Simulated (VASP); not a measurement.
# Cd (R-3m) in VASP: settings compared, part 2 of 2

VASP 6.6.1. The steps go on from the part before.

### 5 Single point, PBE

Input file INCAR:

```
SYSTEM = Cd
PREC     = Accurate       ! precision mode
ENCUT    = 500            ! plane-wave cutoff, eV
EDIFF    = 1E-6           ! SCF threshold, eV
ISMEAR   = 0              ! smearing method
SIGMA    = 0.1            ! smearing width, eV
LREAL    = .FALSE.        ! projectors in reciprocal space
LASPH    = .TRUE.         ! aspherical terms in the spheres
NELM     = 120            ! most SCF steps
ALGO     = Normal         ! electronic algorithm
ISIF     = 2              ! what is computed and relaxed
LWAVE    = .FALSE.        ! write WAVECAR
LCHARG   = .FALSE.        ! write CHGCAR
GGA      = PE             ! functional
ISYM     = 0            
NBANDS   = 12             ! bands
GGA_COMPAT= .FALSE.
```

Input file KPOINTS:

```
Automatic mesh
0
G
  6 2 4
  0 0 0
```

Input file POSCAR:

```
Cd
1.0
    1.6080291515      0.9283960635      2.4492874100
   -1.6080291515      0.9283960635      2.4492874100
    0.0000000000     -1.8567921270      2.4492874100
Cd
1
Direct
    0.0000000000      0.0000000000      0.0000000000
```

Potentials or basis: VASP PAW PBE potentials, release 64 (Cd).

Started as:

```console
$ cat potpaw_PBE.64/Cd/POTCAR > POTCAR
$ mpirun -np 1 vasp_std > vasp.out
```

OUTCAR:

```text
SYSTEM = Cd
   PREC = Accurate
   ENCUT = 500
   EDIFF = 1E-6
   ISMEAR = 0
   LREAL = .FALSE.
   LASPH = .TRUE.
   NELM = 120
   ISIF = 2
   GGA = PE
   ISYM = 0

 ion  position               nearest neighbor table
   1  0.000  0.000  0.000-

IMPORTANT INFORMATION: All symmetrisations will be switched off!
NOSYMM: (Re-)initialisation of all symmetry stuff for point group C_1.

----------------------------------------------------------------------------------------

                                     Primitive cell

  volume of cell :      21.9391

  direct lattice vectors                    reciprocal lattice vectors
     1.608029152  0.928396064  2.449287410     0.310939637  0.179521083  0.136094005
    -1.608029152  0.928396064  2.449287410    -0.310939637  0.179521083  0.136094005
     0.000000000 -1.856792127  2.449287410     0.000000000 -0.359042166  0.136094005

  length of vectors
     3.073546131  3.073546131  3.073546131     0.383969862  0.383969862  0.383969862

  position of ions in fractional coordinates (direct lattice)
     0.000000000  0.000000000  0.000000000

  ion indices of the primitive-cell ions
   primitive index   ion index
                 1           1
[... 155 lines left out ...]
      4      -5.9350      2.00000
      5      -5.8864      2.00000
      6      -5.8790      2.00000
      7      16.2730      0.00000
      8      16.9441      0.00000
      9      16.9466      0.00000
     10      19.7783      0.00000
     11      20.4256      0.00000
     12      20.4351      0.00000
[... 331 lines left out ...]
 k-point    24 :       0.5000   -0.0000    0.5000
  band No.  band energies     occupation
      1      -6.9848      2.00000
      2      -6.9063      2.00000
      3      -5.5833      2.00000
      4      -5.4419      2.00000
      5      -5.4030      2.00000
      6       2.0112      2.00000
      7       4.1865      0.00000
      8       8.8451      0.00000
      9      10.3634      0.00000
     10      13.1068      0.00000
     11      14.6335      0.00000
     12      29.1704      0.00000

 [... further k-points ...]

------------------------ aborting loop because EDIFF is reached ----------------------------------------

  FORCE on cell =-STRESS in cart. coord.  units (eV):
  Direction    XX          YY          ZZ          XY          YZ          ZX
  --------------------------------------------------------------------------------------
  -------------------------------------------------------------------------------------
  Total       -0.5712061     -0.5823326      1.8378140     -0.4997181      0.3709889     -1.0034644
  in kB      -41.7143276    -42.5268766    134.2128012    -36.4936655     27.0927632    -73.2814987
  external PRESSURE =      16.6571990 kB  Pullay stress =       0.0000000 kB

 VOLUME and BASIS-vectors are now :
 -----------------------------------------------------------------------------
  energy-cutoff  :      500.00
  volume of cell :       21.94
      direct lattice vectors                 reciprocal lattice vectors
     1.608029152  0.928396064  2.449287410     0.310939637  0.179521083  0.136094005
    -1.608029152  0.928396064  2.449287410    -0.310939637  0.179521083  0.136094005
     0.000000000 -1.856792127  2.449287410     0.000000000 -0.359042166  0.136094005

 POSITION                                       TOTAL-FORCE (eV/Angst)
 -----------------------------------------------------------------------------------
      0.00000      0.00000      0.00000        -0.000000     -0.000000      0.000000
 -----------------------------------------------------------------------------------
    total drift:                               -0.000000     -0.000000      0.000000

  FREE ENERGIE OF THE ION-ELECTRON SYSTEM (eV)
  ---------------------------------------------------
  free  energy   TOTEN  =        -0.6647611520 eV

  energy  without entropy=       -0.6647432551  energy(sigma->0) =       -0.66475220
```

OSZICAR:

```text
N       E                     dE             d eps       ncg     rms          rms(c)
DAV:   1     0.676704294072E+02    0.67670E+02   -0.68764E+03   728   0.972E+02
DAV:   2     0.525855979837E+00   -0.67145E+02   -0.64842E+02   736   0.233E+02
DAV:   3    -0.709059437577E+00   -0.12349E+01   -0.12345E+01   788   0.356E+01
DAV:   4    -0.710519282918E+00   -0.14598E-02   -0.14598E-02   776   0.122E+00
DAV:   5    -0.710522700316E+00   -0.34174E-05   -0.34172E-05   784   0.580E-02    0.303E+00
DAV:   6    -0.666090051150E+00    0.44433E-01   -0.12339E-01   808   0.436E+00    0.244E+00
DAV:   7    -0.664400409053E+00    0.16896E-02   -0.12069E-02   776   0.114E+00    0.121E+00
DAV:   8    -0.664722383675E+00   -0.32197E-03   -0.16165E-03   708   0.540E-01    0.633E-02
DAV:   9    -0.664755637044E+00   -0.33253E-04   -0.13266E-05   812   0.358E-02    0.125E-02
DAV:  10    -0.664761203021E+00   -0.55660E-05   -0.42258E-06   712   0.226E-02    0.143E-03
DAV:  11    -0.664761152001E+00    0.51020E-07   -0.14403E-08   364   0.136E-03
   1 F= -.66476115E+00 E0= -.66475220E+00  d E =-.178969E-04
```

stdout:

```text
POSCAR found type information on POSCAR Cd
 POSCAR found :  1 types and       1 ions
 scaLAPACK will be used
 LDA part: xc-table for (Slater+PW92), standard interpolation
 -----------------------------------------------------------------------------
|                                                                             |
|           W    W    AA    RRRRR   N    N  II  N    N   GGGG   !!!           |
|           W    W   A  A   R    R  NN   N  II  NN   N  G    G  !!!           |
|           W    W  A    A  R    R  N N  N  II  N N  N  G       !!!           |
|           W WW W  AAAAAA  RRRRR   N  N N  II  N  N N  G  GGG   !            |
|           WW  WW  A    A  R   R   N   NN  II  N   NN  G    G                |
|           W    W  A    A  R    R  N    N  II  N    N   GGGG   !!!           |
|                                                                             |
|     Your reciprocal lattice and k-lattice belong to different lattice       |
|     classes:                                                                |
|                                                                             |
|        The reciprocal lattice is rhombohedral (trigonal),                   |
|        whereas your k-lattice is triclinic.                                 |
|                                                                             |
|     Results are often still useful ...                                      |
|                                                                             |
 -----------------------------------------------------------------------------

 POSCAR, INCAR and KPOINTS ok, starting setup
 FFT: planning ... GRIDC
 FFT: planning ... GRID_SOFT
 FFT: planning ... GRID
 WAVECAR not read
 entering main loop
```

It took 8.6 s on 1 thread of Intel Xeon 8259CL, shared host; peak memory 0.14 GiB.

Results:

```
Free energy            : -0.6648 eV
Pressure               : 1.7 GPa
Band gap on the k mesh : zero (band 6 reaches 3.61 eV, above the bottom of band 7 at 1.19 eV)
```

Levels at points of the mesh, in eV from the Fermi level:
| k point | band 3 | band 4 | band 5 | band 6 | band 7 | band 8 | band 9 | band 10 |
| --- | --- | --- | --- | --- | --- | --- | --- | --- |
| (0.00, 0.00, 0.00) | -8.78 | -8.49 | -8.45 | -8.44 | 13.71 | 14.38 | 14.39 | 17.22 |
| (0.50, 0.00, 0.00) | -8.76 | -8.18 | -8.04 | -2.18 | -1.36 | 12.71 | 12.80 | 14.24 |
| (0.00, 0.50, 0.00) | -8.77 | -8.18 | -8.03 | -2.18 | -1.37 | 12.71 | 12.81 | 14.25 |
| (0.50, 0.50, 0.00) | -8.15 | -8.00 | -7.95 | -0.54 | 1.62 | 6.29 | 7.81 | 10.55 |
| (0.00, 0.00, 0.50) | -8.76 | -8.18 | -8.04 | -2.18 | -1.36 | 12.71 | 12.80 | 14.24 |
| (0.50, 0.00, 0.50) | -8.14 | -8.00 | -7.96 | -0.55 | 1.63 | 6.29 | 7.80 | 10.55 |
| (0.00, 0.50, 0.50) | -8.15 | -8.00 | -7.95 | -0.54 | 1.62 | 6.29 | 7.81 | 10.55 |
| (0.50, 0.50, 0.50) | -8.93 | -8.04 | -8.03 | -1.67 | -0.22 | 11.72 | 11.73 | 12.60 |

Caveat: the k points lie up to 1.21 Å⁻¹ apart.

### 6 Single point, PBE

Input file INCAR:

```
SYSTEM = Cd
ALGO = Normal
EDIFF = 1E-6
ENCUT = 500
GGA = PE
GGA_COMPAT = .FALSE.
ISIF = 2
ISMEAR = 0
LASPH = .TRUE.
LCHARG = .FALSE.
LREAL = .FALSE.
LWAVE = .FALSE.
NBANDS = 12
NELM = 120
PREC = Accurate
SIGMA = 0.1
```

Input file KPOINTS:

```
k-points
0
G
  6 6 6
  0 0 0
```

POSCAR is that of step 5.

Potentials or basis: VASP PAW PBE potentials, release 64 (Cd).

Started as:

```console
$ cat potpaw_PBE.64/Cd/POTCAR > POTCAR
$ mpirun -np 1 vasp_std > vasp.out
```

Run time: 10 s. Hardware: 1 thread of Intel Xeon 8259CL, shared host; peak memory 0.14 GiB.

The run converged. Its results:

| Item | Value |
| --- | --- |
| Free energy | -0.6748 eV |
| Pressure | 3.4 GPa |
| Band gap on the k mesh | zero (band 6 reaches 3.34 eV, above the bottom of band 7 at 1.21 eV) |

Stress tensor (GPa, compression positive):
```
 6.35  0.00  0.00
 0.00  6.35  0.00
 0.00  0.00 -2.47
```

Levels at points of the mesh, in eV from the Fermi level:
| k point | band 3 | band 4 | band 5 | band 6 | band 7 | band 8 | band 9 | band 10 |
| --- | --- | --- | --- | --- | --- | --- | --- | --- |
| (0.00, 0.00, 0.00) | -9.06 | -8.78 | -8.70 | -8.70 | 13.44 | 14.09 | 14.09 | 16.94 |
| (0.50, 0.00, 0.00) | -9.03 | -8.43 | -8.31 | -2.47 | -1.65 | 12.42 | 12.51 | 13.96 |
| (0.50, 0.50, 0.00) | -8.40 | -8.27 | -8.22 | -0.83 | 1.34 | 6.00 | 7.52 | 10.27 |
| (0.50, 0.50, 0.50) | -9.19 | -8.30 | -8.30 | -1.97 | -0.50 | 11.43 | 11.43 | 12.33 |

Caveat: the k points lie up to 0.40 Å⁻¹ apart.

### 7 Overview

```tsv
level	spin	fixed moment (μB)	k mesh	gap on the mesh (eV)	pressure (GPa)
PBEsol+D4	collinear, ferromagnetic start	4.0	3 × 3 × 3	-	65.8
PBE	off	-	2 × 2 × 10	none	3.8
PBE	off	-	6 × 2 × 4	none	1.7
PBE	off	-	6 × 6 × 6	none	3.4
```

Alike in all rows: task single point; potentials or basis VASP PAW PBE potentials, release 64 (Cd); cell as given; cutoff (eV) 500; smearing gaussian 0.1 eV.

Caveats: all runs use coarse meshes; the moment is held away from its start (some runs); the PAW data sets were made with another functional, which shifts forces and pressure a little (some runs); the total moment is fixed, so each spin has its own Fermi level (some runs).

Total energies depend on the potentials used, so only differences within one code and one set of settings carry meaning.
